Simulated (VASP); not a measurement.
# Al6H in VASP: notebook

Runs on Al6H. Level: PBE. Tasks: single point.

Everything below comes from runs of VASP 6.6.1. Logs are shortened: lines on timing, memory, paths and dates and some standing lists are left out, and cuts for length are marked.

**1. The cell of the first run**

The cell holds a slab with vacuum, 14 atoms: a = 5.714 Å, b = 5.714 Å, c = 22.175 Å, α = 90.00°, β = 90.00°, γ = 90.00°.

**2. Single point, PBE**

INCAR reads:

```
  PREC = Accurate
  ENCUT = 520
  EDIFF = 1E-6
  ISMEAR = 0
  SIGMA = 0.1
  LREAL = F
  LASPH = T
  NELM = 60
  ALGO = Normal
  ISIF = 2
  LWAVE = F
  LCHARG = F
  LDIPOL = T
  IDIPOL = 3
  DIPOL = 0.5 0.5 0.305
  GGA = PE
  NBANDS = 32
```

KPOINTS reads:

```
Automatic mesh
0
Gamma
  5 5 1
```

POSCAR reads:

```
Al6H
1.0
    5.7135165837      0.0000000000      0.0000000000
    0.0000000000      5.7135165837      0.0000000000
    0.0000000000      0.0000000000     22.1746954375
Al H
12 2
Direct
    0.2500000000      0.2500000000      0.1803857921
    0.2500000000      0.7500000000      0.1803857921
    0.7500000000      0.2500000000      0.1803857921
    0.7500000000      0.7500000000      0.1803857921
    0.0000000000      0.0000000000      0.2744050924
    0.0000000000      0.5000000000      0.2744050924
    0.5000000000      0.0000000000      0.2744050924
    0.5000000000      0.5000000000      0.2744050924
    0.2500000000      0.2500000000      0.3686497278
    0.2500000000      0.7500000000      0.3686497278
    0.7500000000      0.2500000000      0.3686497278
    0.7500000000      0.7500000000      0.3686497278
    0.0000000000     -0.0656338342      0.4859004927
    0.0000000000      0.0656338342      0.4859004927
```

Potentials or basis: VASP PAW PBE potentials, release 64 (Al, H).

On the command line:

```bash
$ cat potpaw_PBE.64/Al/POTCAR potpaw_PBE.64/H/POTCAR > POTCAR
$ mpirun -np 1 vasp_std > vasp.out
```

OUTCAR:

```text
PREC = Accurate
   ENCUT = 520
   EDIFF = 1E-6
   ISMEAR = 0
   LREAL = F
   LASPH = T
   NELM = 60
   ISIF = 2
   GGA = PE

 ion  position               nearest neighbor table
   1  0.250  0.250  0.180-   2 2.86   3 2.86   2 2.86   3 2.86   7 2.90   8 2.90   5 2.90   6 2.90

   2  0.250  0.750  0.180-   1 2.86   4 2.86   1 2.86   4 2.86   7 2.90   8 2.90   5 2.90   6 2.90

   3  0.750  0.250  0.180-   1 2.86   4 2.86   4 2.86   1 2.86   7 2.90   8 2.90   5 2.90   6 2.90
[... 15 lines left out ...]
  11  0.750  0.250  0.369-   9 2.86  12 2.86  12 2.86   9 2.86   5 2.91   6 2.91   7 2.91   8 2.91

  12  0.750  0.750  0.369-  10 2.86  11 2.86  11 2.86  10 2.86   5 2.91   6 2.91   7 2.91   8 2.91

  13  0.000  0.934  0.486-  14 0.75
  14  0.000  0.066  0.486-  13 0.75

  LATTYP: Found a simple tetragonal cell.
 ALAT       =     5.7135165837
 C/A-ratio  =     3.8810940885

  Lattice vectors:

 A1 = (   5.7135165837,   0.0000000000,   0.0000000000)
 A2 = (   0.0000000000,   5.7135165837,   0.0000000000)
 A3 = (   0.0000000000,   0.0000000000,  22.1746954375)

Analysis of symmetry for initial positions (statically):
=====================================================================
 Subroutine PRICEL returns:
 Original cell was already a primitive cell.

 Routine SETGRP: Setting up the symmetry group for a
 simple tetragonal supercell.

 Subroutine GETGRP returns: Found  4 space group operations
 (whereof  4 operations were pure point group operations)
 out of a pool of 16 trial point group operations.

The static configuration has the point symmetry C_2v.

Analysis of symmetry for dynamics (positions and initial velocities):
=====================================================================
 Subroutine PRICEL returns:
 Original cell was already a primitive cell.

 Routine SETGRP: Setting up the symmetry group for a
 simple tetragonal supercell.

 Subroutine GETGRP returns: Found  4 space group operations
 (whereof  4 operations were pure point group operations)
 out of a pool of 16 trial point group operations.

The dynamic configuration has the point symmetry C_2v.

 Subroutine INISYM returns: Found  4 space group operations
 (whereof  4 operations are pure point group operations),
 and found     1 'primitive' translations

[... 119 lines left out ...]
   IALGO  =     38    algorithm
   IMIX   =      4    mixing-type and parameters
     AMIX     =   0.40;   BMIX     =  1.00
     AMIX_MAG =   1.60;   BMIX_MAG =  1.00
  volume/ion in A,a.u.               =      51.71       348.93
  Fermi-wavevector in a.u.,A,eV,Ry     =   0.612982  1.158368  5.112350  0.375747
  Thomas-Fermi vector in A             =   1.669467
   LORBIT       =      0    0 simple, 1 ext, 2 COOP (PROOUT), +10 PAW based schemes
   GGA     = PE    functional components
   LHFCALC =     F    Hartree Fock is set to
   AEXX    =    0.0000 exact exchange contribution
   IVDW    =     0    specifies the selected vdW correction
   LEPSILON=     F    determine dielectric tensor
   LRPA    =     F    only Hartree local field effects (RPA)
 non-spin polarized calculation
 Gauss-broadening in eV      SIGMA  =   0.10
  energy-cutoff  :      520.00
  volume of cell :      723.88
 maximum number of plane-waves:     19525
   NGX = 21   NGY = 21   NGZ = 83

 dipolmoment           0.000000      0.000000      0.000005 electrons x Angstroem

 number of electron      38.0000000 magnetization

 dipolmoment           0.000000      0.000000     -0.020073 electrons x Angstroem

 Free energy of the ion-electron system (eV)
  ---------------------------------------------------
  ext. energy  EPLUGINS =         0.00000000
  ---------------------------------------------------
  free energy    TOTEN  =       -47.93131374 eV

  energy without entropy =      -47.91279058  energy(sigma->0) =      -47.92205216

 E-fermi :  -0.9638     XC(G=0):  -3.8708

 val. band max:       -1.0552013965   @ k =   0.4000   0.2000   0.0000
 cond. band min:      -0.9434354531   @ k =   0.0000   0.0000   0.0000
 fundamental gap:      0.1117659434
 Fermi energy:        -0.9637883984

 k-point     1 :       0.0000    0.0000    0.0000
  band No.  band energies     occupation
      1     -11.0179      2.00000
      2      -8.9406      2.00000
      3      -7.2939      2.00000
      4      -6.6238      2.00000
      5      -6.6233      2.00000
      6      -6.5080      2.00000
[... 295 lines left out ...]
     30       2.1018      0.00000
     31       2.5220      0.00000
 [bands above 31 left out]

------------------------ aborting loop because EDIFF is reached ----------------------------------------

 vacuum level on the upper side and lower side of the slab       (xc-potential included)        -0.066         0.046

  FORCE on cell =-STRESS in cart. coord.  units (eV):
  Direction    XX          YY          ZZ          XY          YZ          ZX
  --------------------------------------------------------------------------------------
  -------------------------------------------------------------------------------------
  Total       -7.4361207     -7.3719517      0.4154732      0.0000000      0.0000000      0.0000000
  in kB      -16.4585800    -16.3165530      0.9195787      0.0000000      0.0000000      0.0000000
  external PRESSURE =     -10.6185181 kB  Pullay stress =       0.0000000 kB

 VOLUME and BASIS-vectors are now :
 -----------------------------------------------------------------------------
  energy-cutoff  :      520.00
  volume of cell :      723.88
      direct lattice vectors                 reciprocal lattice vectors
     5.713516584  0.000000000  0.000000000     0.175023558  0.000000000  0.000000000
     0.000000000  5.713516584  0.000000000     0.000000000  0.175023558  0.000000000
     0.000000000  0.000000000 22.174695437     0.000000000  0.000000000  0.045096448

 POSITION                                       TOTAL-FORCE (eV/Angst)
 -----------------------------------------------------------------------------------
      1.42838      1.42838      4.00000         0.002665      0.006655      0.017118
      1.42838      4.28514      4.00000         0.002665     -0.006655      0.017118
      4.28514      1.42838      4.00000        -0.002665      0.006655      0.017118
      4.28514      4.28514      4.00000        -0.002665     -0.006655      0.017118
      0.00000      0.00000      6.08485         0.000000      0.000000      0.001152
      0.00000      2.85676      6.08485         0.000000      0.000000     -0.003405
      2.85676      0.00000      6.08485         0.000000      0.000000     -0.004672
      2.85676      2.85676      6.08485         0.000000      0.000000      0.026828
      1.42838      1.42838      8.17470         0.040214      0.044527     -0.097081
      1.42838      4.28514      8.17470         0.040214     -0.044527     -0.097081
      4.28514      1.42838      8.17470        -0.040214      0.044527     -0.097081
      4.28514      4.28514      8.17470        -0.040214     -0.044527     -0.097081
      0.00000      5.33852     10.77470         0.000000     -0.062178      0.149974
      0.00000      0.37500     10.77470        -0.000000      0.062178      0.149974
 -----------------------------------------------------------------------------------
    total drift:                               -0.000000     -0.000000      0.000110

  FREE ENERGIE OF THE ION-ELECTRON SYSTEM (eV)
  ---------------------------------------------------
  free  energy   TOTEN  =       -47.9313137417 eV

  energy  without entropy=      -47.9127905779  energy(sigma->0) =      -47.92205216

 vacuum level on the upper side and lower side of the slab         3.436         3.548
```

OSZICAR:

```text
N       E                     dE             d eps       ncg     rms          rms(c)
DAV:   1     0.127742628490E+03    0.12774E+03   -0.10907E+04   576   0.817E+02
DAV:   2    -0.399194226130E+02   -0.16766E+03   -0.16197E+03   816   0.139E+02
DAV:   3    -0.496968830075E+02   -0.97775E+01   -0.95688E+01   728   0.344E+01
[... 15 lines left out ...]
DAV:  19    -0.479312840370E+02   -0.23510E-04   -0.19838E-06   552   0.338E-03    0.990E-04
DAV:  20    -0.479312984842E+02   -0.14447E-04   -0.69042E-07   496   0.230E-03    0.614E-04
DAV:  21    -0.479313070660E+02   -0.85818E-05   -0.21805E-07   504   0.159E-03    0.351E-04
DAV:  22    -0.479313129504E+02   -0.58844E-05   -0.37866E-07   496   0.146E-03    0.193E-04
DAV:  23    -0.479313137417E+02   -0.79125E-06   -0.37023E-08   472   0.874E-04
   1 F= -.47931314E+02 E0= -.47922052E+02  d E =-.185232E-01
```

Run time: 4.7 min. Hardware: 1 thread of Intel Xeon 6975P-C (Granite Rapids), shared host; peak memory 0.68 GiB.

What came out:

- Free energy: -47.9313 eV
- Largest force: 0.162 eV/Å
- Band gap on the k mesh: zero (band 19 reaches -0.51 eV, above the bottom of band 20 at -1.07 eV)

Forces on the atoms (eV/Å):
```
Al   0.003  0.007  0.017
Al   0.003 -0.007  0.017
Al  -0.003  0.007  0.017
Al  -0.003 -0.007  0.017
Al   0.000  0.000  0.001
Al   0.000  0.000 -0.003
Al   0.000  0.000 -0.005
Al   0.000  0.000  0.027
Al   0.040  0.045 -0.097
Al   0.040 -0.045 -0.097
Al  -0.040  0.045 -0.097
Al  -0.040 -0.045 -0.097
H    0.000 -0.062  0.150
H    0.000  0.062  0.150
```

**3. Single point, PBE**

INCAR reads:

```
  PREC = Accurate
  ENCUT = 520
  EDIFF = 1E-6
  ISMEAR = 0
  SIGMA = 0.1
  LREAL = False
  LASPH = True
  NELM = 100
  ALGO = Normal
  ISIF = 2
  LWAVE = False
  LCHARG = True
  LDIPOL = True
  IDIPOL = 3
  DIPOL = 0.5 0.5 0.311
  GGA = PE
  LELF = True
  LVHAR = True
  LVACPOTAV = True
  NBANDS = 32
```

KPOINTS reads:

```
regular mesh
0
Gamma
  5 5 1
```

Changes to POSCAR since step 2:

```diff
@@ -20,3 +20,3 @@
     0.7500000000      0.7500000000      0.3686497278
-    0.0000000000     -0.0656338342      0.4859004927
-    0.0000000000      0.0656338342      0.4859004927
+    0.0000000000     -0.0656338342      0.5309969407
+    0.0000000000      0.0656338342      0.5309969407
```

Potentials or basis: VASP PAW PBE potentials, release 64 (Al, H).

On the command line:

```bash
$ cat potpaw_PBE.64/Al/POTCAR potpaw_PBE.64/H/POTCAR > POTCAR
$ mpirun -np 1 vasp_std > vasp.out
```

OUTCAR:

```text
PREC = Accurate
   ENCUT = 520
   EDIFF = 1E-6
   ISMEAR = 0
   LREAL = False
   LASPH = True
   NELM = 100
   ISIF = 2
   GGA = PE

 ion  position               nearest neighbor table
   1  0.250  0.250  0.180-   2 2.86   3 2.86   2 2.86   3 2.86   7 2.90   8 2.90   5 2.90   6 2.90

   2  0.250  0.750  0.180-   1 2.86   4 2.86   1 2.86   4 2.86   7 2.90   8 2.90   5 2.90   6 2.90

   3  0.750  0.250  0.180-   1 2.86   4 2.86   4 2.86   1 2.86   7 2.90   8 2.90   5 2.90   6 2.90
[... 15 lines left out ...]
  11  0.750  0.250  0.369-   9 2.86  12 2.86  12 2.86   9 2.86   5 2.91   6 2.91   7 2.91   8 2.91

  12  0.750  0.750  0.369-  10 2.86  11 2.86  11 2.86  10 2.86   5 2.91   6 2.91   7 2.91   8 2.91

[... 529 lines left out ...]
     0.000000000  5.713516584  0.000000000     0.000000000  0.175023558  0.000000000
     0.000000000  0.000000000 22.174695437     0.000000000  0.000000000  0.045096448

 POSITION                                       TOTAL-FORCE (eV/Angst)
 -----------------------------------------------------------------------------------
      1.42838      1.42838      4.00000         0.000302      0.001039      0.019068
      1.42838      4.28514      4.00000         0.000302     -0.001039      0.019068
      4.28514      1.42838      4.00000        -0.000302      0.001039      0.019068
      4.28514      4.28514      4.00000        -0.000302     -0.001039      0.019068
      0.00000      0.00000      6.08485        -0.000000      0.000000      0.008348
      0.00000      2.85676      6.08485        -0.000000      0.000000      0.010002
      2.85676      0.00000      6.08485        -0.000000      0.000000      0.009703
      2.85676      2.85676      6.08485        -0.000000      0.000000      0.012731
      1.42838      1.42838      8.17470         0.001895      0.002828     -0.035090
      1.42838      4.28514      8.17470         0.001895     -0.002828     -0.035090
      4.28514      1.42838      8.17470        -0.001895      0.002828     -0.035090
      4.28514      4.28514      8.17470        -0.001895     -0.002828     -0.035090
      0.00000      5.33852     11.77470        -0.000000     -0.006880      0.011652
      0.00000      0.37500     11.77470        -0.000000      0.006880      0.011652
 -----------------------------------------------------------------------------------
    total drift:                               -0.000000     -0.000000      0.000074

  FREE ENERGIE OF THE ION-ELECTRON SYSTEM (eV)
  ---------------------------------------------------
  free  energy   TOTEN  =       -48.0525478610 eV

  energy  without entropy=      -48.0339935085  energy(sigma->0) =      -48.04327068

 vacuum level on the upper side and lower side of the slab         3.503         3.519
```

Wall time 4.9 min (1 thread of Intel Xeon 6975P-C (Granite Rapids), shared host); peak memory 0.67 GiB.

What came out:

| Property | Result |
| --- | --- |
| Free energy | -48.0525 eV |
| Largest force | 0.035 eV/Å |
| Band gap on the k mesh | zero (band 19 reaches -0.60 eV, above the bottom of band 20 at -1.11 eV) |

Forces in eV/Å, atoms in the order of the input:
```
Al   0.000  0.001  0.019
Al   0.000 -0.001  0.019
Al   0.000  0.001  0.019
Al   0.000 -0.001  0.019
Al   0.000  0.000  0.008
Al   0.000  0.000  0.010
Al   0.000  0.000  0.010
Al   0.000  0.000  0.013
Al   0.002  0.003 -0.035
Al   0.002 -0.003 -0.035
Al  -0.002  0.003 -0.035
Al  -0.002 -0.003 -0.035
H    0.000 -0.007  0.012
H    0.000  0.007  0.012
```

**4. Single point, PBE**

INCAR reads:

```
SYSTEM = Al6H
PREC = Accurate ; ENCUT = 520
EDIFF = 1E-6 ; ISMEAR = 0
SIGMA = 0.1 ; LREAL = .FALSE.
LASPH = .TRUE. ; NELM = 100
ALGO = Normal ; ISIF = 2
LWAVE = .FALSE. ; LCHARG = .TRUE.
LDIPOL = .TRUE. ; IDIPOL = 3
DIPOL = 0.5 0.5 0.293 ; GGA = PE
LELF = .TRUE. ; LVHAR = .TRUE.
LVACPOTAV = .TRUE. ; NBANDS = 32
```

KPOINTS reads:

```
Automatic mesh
0
G
  5 5 1
  0 0 0
```

Changes to POSCAR since step 3:

```diff
@@ -20,3 +20,3 @@
     0.7500000000      0.7500000000      0.3686497278
-    0.0000000000     -0.0656338342      0.5309969407
-    0.0000000000      0.0656338342      0.5309969407
+    0.0000000000     -0.0804233248      0.4033739928
+    0.0000000000      0.0804233248      0.4033739928
```

On the command line:

```bash
$ cat potpaw_PBE.64/Al/POTCAR potpaw_PBE.64/H/POTCAR > POTCAR
$ mpirun -np 1 vasp_std > vasp.out
```

Run time: 5.1 min. Hardware: 1 thread of Intel Xeon 6975P-C (Granite Rapids), shared host; peak memory 0.66 GiB.

Results (log left out):

- Free energy: -46.8187 eV
- Largest force: 1.375 eV/Å
- Band gap on the k mesh: zero (band 19 reaches -0.40 eV, above the bottom of band 20 at -1.10 eV)

Forces in eV/Å, atoms in the order of the input:
```
Al  -0.027 -0.009 -0.008
Al  -0.027  0.009 -0.008
Al   0.027 -0.009 -0.008
Al   0.027  0.009 -0.008
Al   0.000  0.000 -0.087
Al   0.000  0.000 -0.021
Al   0.000  0.000 -0.042
Al   0.000  0.000 -0.019
Al   0.545  0.559 -0.250
Al   0.545 -0.559 -0.250
Al  -0.545  0.559 -0.250
Al  -0.545 -0.559 -0.250
H    0.000 -1.237  0.601
H    0.000  1.237  0.601
```

Levels at points of the mesh, in eV from the Fermi level:
| k point | band 16 | band 17 | band 18 | band 19 | band 20 | band 21 | band 22 | band 23 |
| --- | --- | --- | --- | --- | --- | --- | --- | --- |
| (0.00, 0.00, 0.00) | -1.44 | -1.03 | -0.78 | -0.39 | -0.27 | -0.12 | -0.12 | 1.03 |
